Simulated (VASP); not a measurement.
# CuAu (P4/mmm) in VASP: a series of runs

CuAu is run at these levels: LDA; tasks: single point.

All numbers are computed with VASP 6.6.1; they aren't measurements. Logs are shortened: lines on timing, memory, paths and dates and some standing lists are left out, and cuts for length are marked.

## Step 1: The cell of the first run

The structure is tetragonal, space group P4/mmm (No. 123). The conventional cell has a = 2.660 Å, b = 2.660 Å, c = 3.486 Å, α = 90.00°, β = 90.00°, γ = 90.00°. Cu (site symmetry 4/mmm) has 8 Au at 2.56 Å and 4 Cu at 2.66 Å within 3.4 Å. Au (site symmetry 4/mmm) has 8 Cu at 2.56 Å and 4 Au at 2.66 Å within 3.4 Å.

## Step 2: Single point, LDA (strain -0.050 along x and y, -0.050 along z)

INCAR

```
SYSTEM = CuAu
PREC = Accurate ; ENCUT = 520
EDIFF = 1E-7 ; ISMEAR = 0
SIGMA = 0.15 ; LREAL = .False.
LASPH = .True. ; NELM = 100
ALGO = Fast ; ISIF = 2
LWAVE = .False. ; LCHARG = .False.
GGA = CA ; NBANDS = 18
```

KPOINTS

```
regular mesh
0
Gamma
  18 18 14
  0 0 0
```

POSCAR

```
CuAu
1.0
    2.6600000000      0.0000000000      0.0000000000
    0.0000000000      2.6600000000      0.0000000000
    0.0000000000      0.0000000000      3.4865000000
Cu Au
1 1
Direct
    0.5000000000      0.5000000000      0.5000000000
    0.0000000000      0.0000000000      0.0000000000
```

Potentials or basis: VASP PAW LDA potentials, release 64 (Cu, Au).

Started as:

```bash
$ cat potpaw_LDA.64/Cu/POTCAR potpaw_LDA.64/Au/POTCAR > POTCAR
$ mpirun -np 1 vasp_std > vasp.out
```

OUTCAR:

```text
SYSTEM = CuAu
   PREC = Accurate
   ENCUT = 520
   EDIFF = 1E-7
   ISMEAR = 0
   LREAL = .False.
   LASPH = .True.
   NELM = 100
   ISIF = 2
   GGA = CA

 ion  position               nearest neighbor table
   1  0.500  0.500  0.500-   2 2.56   2 2.56   2 2.56   2 2.56   2 2.56   2 2.56   2 2.56   2 2.56

   2  0.000  0.000  0.000-   1 2.56   1 2.56   1 2.56   1 2.56   1 2.56   1 2.56   1 2.56   1 2.56

  LATTYP: Found a simple tetragonal cell.
 ALAT       =     2.6600000000
 C/A-ratio  =     1.3107142857

  Lattice vectors:

 A1 = (   2.6600000000,   0.0000000000,   0.0000000000)
 A2 = (   0.0000000000,   2.6600000000,   0.0000000000)
 A3 = (   0.0000000000,   0.0000000000,   3.4865000000)

Analysis of symmetry for initial positions (statically):
=====================================================================
 Subroutine PRICEL returns:
 Original cell was already a primitive cell.

 Routine SETGRP: Setting up the symmetry group for a
 simple tetragonal supercell.

 Subroutine GETGRP returns: Found 16 space group operations
 (whereof 16 operations were pure point group operations)
 out of a pool of 16 trial point group operations.

The static configuration has the point symmetry D_4h.

Analysis of symmetry for dynamics (positions and initial velocities):
=====================================================================
 Subroutine PRICEL returns:
 Original cell was already a primitive cell.

 Routine SETGRP: Setting up the symmetry group for a
 simple tetragonal supercell.

 Subroutine GETGRP returns: Found 16 space group operations
 (whereof 16 operations were pure point group operations)
 out of a pool of 16 trial point group operations.

The dynamic configuration has the point symmetry D_4h.

 Subroutine INISYM returns: Found 16 space group operations
 (whereof 16 operations are pure point group operations),
 and found     1 'primitive' translations

----------------------------------------------------------------------------------------

                                     Primitive cell

  volume of cell :      24.6691

  direct lattice vectors                    reciprocal lattice vectors
     2.660000000  0.000000000  0.000000000     0.375939850  0.000000000  0.000000000
     0.000000000  2.660000000  0.000000000     0.000000000  0.375939850  0.000000000
     0.000000000  0.000000000  3.486500000     0.000000000  0.000000000  0.286820594

  length of vectors
     2.660000000  2.660000000  3.486500000     0.375939850  0.375939850  0.286820594

  position of ions in fractional coordinates (direct lattice)
[... 8 lines left out ...]
----------------------------------------------------------------------------------------

 KPOINTS: regular mesh

Automatic generation of k-mesh.
 Grid dimensions read from file:
 generate k-points for:   18   18   14

 Generating k-lattice:

  Cartesian coordinates                     Fractional coordinates (reciprocal lattice)
     0.020885547  0.000000000  0.000000000     0.055555556  0.000000000  0.000000000
     0.000000000  0.020885547  0.000000000     0.000000000  0.055555556  0.000000000
     0.000000000  0.000000000  0.020487185     0.000000000  0.000000000  0.071428571

  Length of vectors
     0.020885547  0.020885547  0.020487185

  Shift w.r.t. Gamma in fractional coordinates (k-lattice)
     0.000000000  0.000000000  0.000000000

 Subroutine IBZKPT returns following result:
 ===========================================

 Found    440 irreducible k-points:

 Following reciprocal coordinates:
            Coordinates               Weight
  0.000000  0.000000  0.000000      1.000000
  0.055556  0.000000  0.000000      4.000000
  0.111111  0.000000  0.000000      4.000000
  0.166667  0.000000  0.000000      4.000000
  0.222222  0.000000  0.000000      4.000000
  0.277778  0.000000  0.000000      4.000000
[... 16 lines left out ...]
  0.277778  0.111111  0.000000      8.000000
  0.333333  0.111111  0.000000      8.000000
 [... further k-points ...]
   k-points           NKPTS =    440   k-points in BZ     NKDIM =    440   number of bands    NBANDS=     18
   number of dos      NEDOS =    301   number of ions     NIONS =      2
   total plane-waves  NPLWV =  11200
   dimension x,y,z NGX =    20 NGY =   20 NGZ =   28
   dimension x,y,z NGXF=    40 NGYF=   40 NGZF=   56
   ions per type =               1   1
   NGX,Y,Z   is equivalent  to a cutoff of  12.50, 12.50, 13.35 a.u.
   NGXF,Y,Z  is equivalent  to a cutoff of  25.00, 25.00, 26.70 a.u.
 SYSTEM =  CuAu
   PREC   = accura    normal or accurate (medium, high low for compatibility)
   ISTART =      0    job   : 0-new  1-cont  2-samecut
   ICHARG =      2    charge: 1-file 2-atom 10-const
   ISPIN  =      1    spin polarized calculation?
   LNONCOLLINEAR =      F non collinear calculations
   LSORBIT =      F    spin-orbit coupling
   LASPH  =      T    aspherical Exc in radial PAW
   ENCUT  =  520.0 eV  38.22 Ry    6.18 a.u.   4.95  4.95  6.48*2*pi/ulx,y,z
   NELM   =    100;   NELMIN=  2; NELMDL= -5     # of ELM steps
   EDIFF  = 0.1E-06   stopping-criterion for ELM
   LREAL  =      F    real-space projection
   EDIFFG = 0.1E-05   stopping-criterion for IOM
   NSW    =      0    number of steps for IOM
   IBRION =     -1    ionic relax: 0-MD 1-quasi-New 2-CG
   NFREE  =      0    steps in history (QN), initial steepest desc. (CG)
   ISIF   =      2    stress and relaxation
   ISYM   =      2    0-nonsym 1-usesym 2-fastsym
   POTIM  = 0.5000    time-step for ionic-motion
   TEBEG  =    0.0;   TEEND  =   0.0 temperature during run
   PSTRESS=    0.0 pullay stress
   NELECT =      22.0000    total number of electrons
   NUPDOWN=      -1.0000    fix difference up-down
   EMIN   =  10.00;   EMAX   =-10.00  energy-range for DOS
   EFERMI =   0.00;   METHOD = LEGACY
   ISMEAR =     0;   SIGMA  =   0.15  broadening in eV -4-tet -1-fermi 0-gaus
   EFERMI_NEDOS =   21; number of points for ismear=-14 and -15
   IALGO  =     68    algorithm
   IMIX   =      4    mixing-type and parameters
     AMIX     =   0.40;   BMIX     =  1.00
     AMIX_MAG =   1.60;   BMIX_MAG =  1.00
  volume/ion in A,a.u.               =      12.33        83.24
  Fermi-wavevector in a.u.,A,eV,Ry     =   1.575789  2.977810 33.784778  2.483111
  Thomas-Fermi vector in A             =   2.676720
   LORBIT       =      0    0 simple, 1 ext, 2 COOP (PROOUT), +10 PAW based schemes
   GGA     = CA    functional components
   LHFCALC =     F    Hartree Fock is set to
   AEXX    =    0.0000 exact exchange contribution
   IVDW    =     0    specifies the selected vdW correction
   LEPSILON=     F    determine dielectric tensor
   LRPA    =     F    only Hartree local field effects (RPA)
 non-spin polarized calculation
 RMM-DIIS sequential band-by-band and
 Gauss-broadening in eV      SIGMA  =   0.15
  energy-cutoff  :      520.00
  volume of cell :       24.67
 maximum number of plane-waves:       683
 NGX is ok and might be reduce to    20
   NGX =  9   NGY =  9   NGZ = 13

 number of electron      22.0000026 magnetization

 Free energy of the ion-electron system (eV)
  ---------------------------------------------------
  ext. energy  EPLUGINS =         0.00000000
  ---------------------------------------------------
  free energy    TOTEN  =        -9.01946211 eV

  energy without entropy =       -9.01325032  energy(sigma->0) =       -9.01635622

 E-fermi :  11.3348     XC(G=0): -13.9560

 val. band max:       11.3254364602   @ k =   0.3333   0.3333   0.3571
 cond. band min:      11.3352618399   @ k =   0.3333   0.2778   0.4286
 fundamental gap:      0.0098253798
 Fermi energy:        11.3348272622

 k-point     1 :       0.0000    0.0000    0.0000
  band No.  band energies     occupation
      1      -0.2228      2.00000
      2       3.1365      2.00000
      3       3.3264      2.00000
      4       6.4154      2.00000
      5       6.4154      2.00000
      6       7.7512      2.00000
[... 10 lines left out ...]
     17      29.6224      0.00000
     18      30.1644      0.00000

 k-point     2 :       0.0556    0.0000    0.0000
  band No.  band energies     occupation
      1      -0.1386      2.00000
      2       3.1864      2.00000
      3       3.3755      2.00000
      4       6.3616      2.00000
      5       6.4380      2.00000
      6       7.7669      2.00000
[... 10 lines left out ...]
     17      29.5693      0.00000
     18      30.6481      0.00000

 k-point     3 :       0.1111    0.0000    0.0000
  band No.  band energies     occupation
      1       0.1082      2.00000
      2       3.3089      2.00000
      3       3.5451      2.00000
      4       6.2035      2.00000
      5       6.5052      2.00000
      6       7.6909      2.00000
[... 10 lines left out ...]
     17      29.1372      0.00000
     18      32.1703      0.00000

 k-point     4 :       0.1667    0.0000    0.0000
  band No.  band energies     occupation
      1       0.4994      2.00000
      2       3.4670      2.00000
      3       3.8557      2.00000
      4       5.9539      2.00000
      5       6.6143      2.00000
      6       7.5143      2.00000
[... 10 lines left out ...]
     17      29.2808      0.00000
     18      32.2041      0.00000

 k-point     5 :       0.2222    0.0000    0.0000
  band No.  band energies     occupation
      1       1.0053      2.00000
      2       3.6581      2.00000
      3       4.2778      2.00000
      4       5.6422      2.00000
      5       6.7609      2.00000
      6       7.2883      2.00000
[... 10 lines left out ...]
     17      29.0844      0.00000
     18      31.8896      0.00000

 k-point     6 :       0.2778    0.0000    0.0000
  band No.  band energies     occupation
      1       1.5828      2.00000
      2       3.8827      2.00000
      3       4.7559      2.00000
      4       5.3123      2.00000
      5       6.9381      2.00000
      6       7.0416      2.00000
[... 307 lines left out ...]
 k-point    21 :       0.1667    0.1111    0.0000
  band No.  band energies     occupation
      1       0.8272      2.00000
      2       3.7406      2.00000
      3       3.9502      2.00000
      4       5.8919      2.00000
      5       6.4415      2.00000
      6       7.2633      2.00000
[... 10 lines left out ...]
     17      29.7217      0.00000
     18      31.8428      0.00000

 k-point    22 :       0.2222    0.1111    0.0000
  band No.  band energies     occupation
      1       1.3277      2.00000
      2       3.9229      2.00000
      3       4.3519      2.00000
      4       5.5897      2.00000
      5       6.4629      2.00000
      6       7.0071      2.00000
[... 10 lines left out ...]
     17      29.4300      0.00000
     18      32.3218      0.00000

 k-point    23 :       0.2778    0.1111    0.0000
  band No.  band energies     occupation
      1       1.8978      2.00000
      2       4.1297      2.00000
      3       4.7725      2.00000
      4       5.2588      2.00000
      5       6.4759      2.00000
      6       6.7853      2.00000
[... 10 lines left out ...]
     17      28.4827      0.00000
     18      31.5366      0.00000

 k-point    24 :       0.3333    0.1111    0.0000
  band No.  band energies     occupation
      1       2.4854      2.00000
      2       4.3524      2.00000
      3       4.9535      2.00000
      4       5.0649      2.00000
      5       6.4703      2.00000
      6       6.6926      2.00000
[... 10 lines left out ...]
     17      27.2293      0.00000
     18      30.0826      0.00000

 [... further k-points ...]
[... 5 lines left out ...]
  --------------------------------------------------------------------------------------
  -------------------------------------------------------------------------------------
  Total        4.6767778      4.6767778      4.2852954      0.0000000      0.0000000     -0.0000000
  in kB      303.7416677    303.7416677    278.3161487      0.0000000      0.0000000     -0.0000000
  external PRESSURE =     295.2664947 kB  Pullay stress =       0.0000000 kB

 VOLUME and BASIS-vectors are now :
 -----------------------------------------------------------------------------
  energy-cutoff  :      520.00
  volume of cell :       24.67
      direct lattice vectors                 reciprocal lattice vectors
     2.660000000  0.000000000  0.000000000     0.375939850  0.000000000  0.000000000
     0.000000000  2.660000000  0.000000000     0.000000000  0.375939850  0.000000000
     0.000000000  0.000000000  3.486500000     0.000000000  0.000000000  0.286820594

 POSITION                                       TOTAL-FORCE (eV/Angst)
 -----------------------------------------------------------------------------------
      1.33000      1.33000      1.74325         0.000000      0.000000      0.000000
      0.00000      0.00000      0.00000         0.000000      0.000000      0.000000
 -----------------------------------------------------------------------------------
    total drift:                               -0.000000      0.000000      0.000000

  FREE ENERGIE OF THE ION-ELECTRON SYSTEM (eV)
  ---------------------------------------------------
  free  energy   TOTEN  =        -9.0194621098 eV

  energy  without entropy=       -9.0132503229  energy(sigma->0) =       -9.01635622
```

Wall time 3 min (1 thread of Intel Xeon Platinum 8259CL at 2.50GHz (Skylake/Cascade Lake), shared host); peak memory 0.3 GiB.

What came out:

```yaml
Free_energy: -9.0195 eV
Pressure: 29.5 GPa
Band_gap_on_the_k_mesh: zero (band 11 reaches 17.17 eV, above the bottom of band 12 at 8.84 eV)
```

Stress tensor (GPa, compression positive):
```
30.37  0.00  0.00
 0.00 30.37  0.00
 0.00  0.00 27.83
```

Caveat: the cell differs from its parent crystal (strain -0.050 along x and y, -0.050 along z); spin-orbit coupling is left out, which moves the levels of the heavy elements.

## Step 3: Single point, LDA (strain -0.050 along x and y, -0.025 along z)

INCAR

```
PREC = Accurate ; ENCUT = 520
EDIFF = 1E-6 ; ISMEAR = 0
SIGMA = 0.15 ; LREAL = F
LASPH = T ; NELM = 60
ALGO = Fast ; ISIF = 2
LWAVE = F ; LCHARG = F
NBANDS = 18
```

KPOINTS

```
regular mesh
0
Gamma
  18 18 14
```

POSCAR: that of step 2 with these lines changed.

```diff
@@ -4,3 +4,3 @@
     0.0000000000      2.6600000000      0.0000000000
-    0.0000000000      0.0000000000      3.4865000000
+    0.0000000000      0.0000000000      3.5782500000
 Cu Au
```

Potentials or basis: VASP PAW LDA potentials, release 64 (Cu, Au).

Started as:

```bash
$ cat potpaw_LDA.64/Cu/POTCAR potpaw_LDA.64/Au/POTCAR > POTCAR
$ mpirun -np 1 vasp_std > vasp.out
```

Wall time 2.6 min (1 thread of Intel Xeon Platinum 8259CL at 2.50GHz (Skylake/Cascade Lake), shared host); peak memory 0.3 GiB.

The run converged. Its results:

```yaml
Free_energy: -9.1142 eV
Pressure: 22.1 GPa
Band_gap_on_the_k_mesh: zero (band 11 reaches 16.72 eV, above the bottom of band 12 at 8.50 eV)
```

Stress tensor (GPa, compression positive):
```
23.55  0.00  0.00
 0.00 23.55  0.00
 0.00  0.00 19.24
```

Levels at points of the mesh, in eV from the Fermi level:
| k point | band 7 | band 8 | band 9 | band 10 | band 11 | band 12 | band 13 | band 14 | band 15 | band 16 |
| --- | --- | --- | --- | --- | --- | --- | --- | --- | --- | --- |
| (0.00, 0.00, 0.00) | -3.27 | -2.59 | -1.94 | -1.65 | -1.65 | 1.43 | 8.81 | 10.81 | 10.81 | 17.47 |
| (0.50, 0.00, 0.00) | -3.68 | -3.62 | -2.91 | -2.67 | -0.97 | 0.27 | 9.58 | 9.95 | 12.24 | 12.33 |
| (0.50, 0.50, 0.00) | -1.87 | -1.58 | -1.58 | -1.49 | 0.41 | 0.41 | 6.43 | 8.14 | 10.06 | 11.92 |
| (0.00, 0.00, 0.50) | -3.98 | -2.97 | -2.90 | -2.82 | -2.82 | -2.35 | 15.07 | 15.49 | 15.72 | 15.72 |
| (0.50, 0.00, 0.50) | -2.01 | -1.95 | -1.89 | -1.77 | -1.70 | -1.69 | 3.42 | 5.11 | 16.20 | 16.68 |
| (0.50, 0.50, 0.50) | -3.60 | -2.65 | -1.91 | -1.48 | 5.87 | 5.87 | 5.90 | 7.46 | 7.52 | 7.52 |

Caveat: the cell differs from its parent crystal (strain -0.050 along x and y, -0.025 along z); spin-orbit coupling is left out, which moves the levels of the heavy elements.
